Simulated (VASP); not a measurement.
Wanted: the native input for a VASP 6.6.1 run.

| Item | Value |
| --- | --- |
| Task | relaxation of cell and atoms |
| Functional | PBE |
| Potentials or basis | VASP PAW PBE potentials, release 64 (Si, O) |
| Cutoff | 600 eV |
| k mesh | 4 × 4 × 4 |
| Occupations | gaussian, width 0.1 eV |
| Spin | no spin polarisation |
| Dipole correction | no |
| Further INCAR settings | ALGO = Normal; EDIFF = 1e-07; IBRION = 2; EDIFFG = -0.04; NSW = 90; ISIF = 3 |

The structure of SiO2 lies in POSCAR:

```
SiO2
1.0
    6.2995081000      0.0000000000      0.0000000000
    0.0000000000      6.2995081000      0.0000000000
    0.0000000000      0.0000000000      4.8634547700
Si O
4 8
Direct
    0.3384865200      0.0000000000      0.7500000000
    0.6615134800      0.0000000000      0.2500000000
    0.0000000000      0.3384865200      0.0000000000
    0.0000000000      0.6615134800      0.5000000000
    0.5000000000      0.0000000000      0.5000000000
    0.5000000000      0.0000000000      0.0000000000
    0.1692432600      0.1692432600      0.8750000000
    0.1692432600      0.8307567400      0.6250000000
    0.8307567400      0.1692432600      0.1250000000
    0.8307567400      0.8307567400      0.3750000000
    0.0000000000      0.5000000000      0.7500000000
    0.0000000000      0.5000000000      0.2500000000
```

These files were run (other wordings do the same):

INCAR

```
SYSTEM = SiO2
PREC     = Accurate       ! precision mode
ENCUT    = 600            ! plane-wave cutoff, eV
EDIFF    = 1E-7           ! SCF threshold, eV
ISMEAR   = 0              ! smearing method
SIGMA    = 0.1            ! smearing width, eV
LREAL    = .False.        ! projectors in reciprocal space
LASPH    = .True.         ! aspherical terms in the spheres
NELM     = 80             ! most SCF steps
ALGO     = Normal         ! electronic algorithm
ISIF     = 3              ! what is computed and relaxed
LWAVE    = .False.        ! write WAVECAR
LCHARG   = .False.        ! write CHGCAR
GGA      = PE             ! functional
IBRION   = 2              ! ionic algorithm
NSW      = 90             ! ionic steps
EDIFFG   = -0.04          ! ionic threshold
```

KPOINTS

```
regular mesh
0
Gamma
  4 4 4
  0 0 0
```

Potentials or basis: VASP PAW PBE potentials, release 64 (Si, O).

Run with:

```console
$ cat potpaw_PBE.64/Si/POTCAR potpaw_PBE.64/O/POTCAR > POTCAR
$ mpirun -np 1 vasp_std > vasp.out
```

Results of the run:

```yaml
Relaxed_volume: 14.74 Å³/atom
Relaxed_cell: a = 6.090 Å, b = 6.090 Å, c = 4.770 Å, α = 90.00°, β = 90.00°, γ = 90.00°
Space_group_after_relaxing_to_0.05_Å: P4_122 (No. 91)
Energy_gained_by_relaxing: 323.4 meV/atom
Ionic_steps: 19
Pressure_after_relaxing: -0.1 GPa
Largest_force_after_relaxing: 0.027 eV/Å
Band_gap_on_the_k_mesh: 5.54 eV, direct
```

Wall time 37 min on 1 thread of Intel(R) Xeon(R) Platinum 8259CL CPU @ 2.50GHz (Skylake/Cascade Lake), on a shared host, peak memory 0.38 GiB.
